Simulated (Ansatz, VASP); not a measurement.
# One calculation of C, two programs

```
CELL_PARAMETERS angstrom
2.06627 1.19296 1.29537
-2.06627 1.19296 1.29537
0.00000 -2.38592 1.29537
ATOMIC_POSITIONS crystal
C 0.71512 0.28488 0.50000
C 0.50000 0.71512 0.28488
C 0.28488 0.50000 0.71512
```

Alike in both runs: task relaxation of cell and atoms; functional PBE; k mesh 18 × 18 × 18; occupations gaussian, width 0.1 eV; no spin polarisation.

|  | VASP | Ansatz |
| --- | --- | --- |
| version | VASP 6.6.1 | Ansatz 0.2.0 |
| potentials or method | VASP PAW PBE potentials, release 64 (C), cutoff 600 eV | scalar-relativistic, plane waves, PAW |
| valence electrons in the cell | 12 | 12 |

Ansatz gave:

```
gap on the k mesh at the Fermi level, each at its own relaxed structure (eV) : none
relaxed volume (Å³/atom)                                                     : 6.39
relaxed cell length with the largest relative difference (Å)                 : 2.715
```

Estimate VASP's values.

gap on the k mesh at the Fermi level, each at its own relaxed structure (eV): none; relaxed volume (Å³/atom): 6.38; relaxed cell length with the largest relative difference (Å): 2.715.

A gap of «none» marks a metal or a gap that the smearing closes.
